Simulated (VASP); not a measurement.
WC (Qusongite), 2 atoms in the cell. Symmetry: P-6m2, No. 187, hexagonal system. The conventional cell has a = 2.982 Å, b = 2.982 Å, c = 2.898 Å, α = 90.00°, β = 90.00°, γ = 120.00°. W (site symmetry -6m2) has 6 C at 2.25 Å and 8 W at 2.90 to 2.98 Å within 3.0 Å. C (site symmetry -6m2) has 6 W at 2.25 Å and 8 C at 2.90 to 2.98 Å within 3.0 Å.  This cell differs from its parent crystal: volume scaled by 1.06.

```yaml
Program: VASP 6.6.1
Task: relaxation of shape and atoms at fixed volume
Functional: PBE
Potentials_or_basis: VASP PAW PBE potentials, release 64 (W_sv, C)
Cutoff: 600 eV
k_mesh: 18 × 18 × 14
Occupations: gaussian, width 0.1 eV
Spin: no spin polarisation
Dipole_correction: no
Further_INCAR_settings: ALGO = Normal; EDIFF = 1e-07; IBRION = 2; EDIFFG = -0.01; NSW = 50; ISIF = 4
```

Potentials or basis: VASP PAW PBE potentials, release 64 (W_sv, C).

Launch:

```console
$ cat potpaw_PBE.64/W_sv/POTCAR potpaw_PBE.64/C/POTCAR > POTCAR
$ mpirun -np 1 vasp_std > vasp.out
```

Hardware: 1 thread of Intel(R) Xeon(R) Platinum 8259CL CPU @ 2.50GHz (Skylake/Cascade Lake) (shared host).

Problem. How long does it take, and how much memory?

Solution. Run time: 83 s on 1 thread of Intel(R) Xeon(R) Platinum 8259CL CPU @ 2.50GHz (Skylake/Cascade Lake) (shared host), peak memory 0.23 GiB. Counts: scf iterations 26, k points 296, ion steps 3.
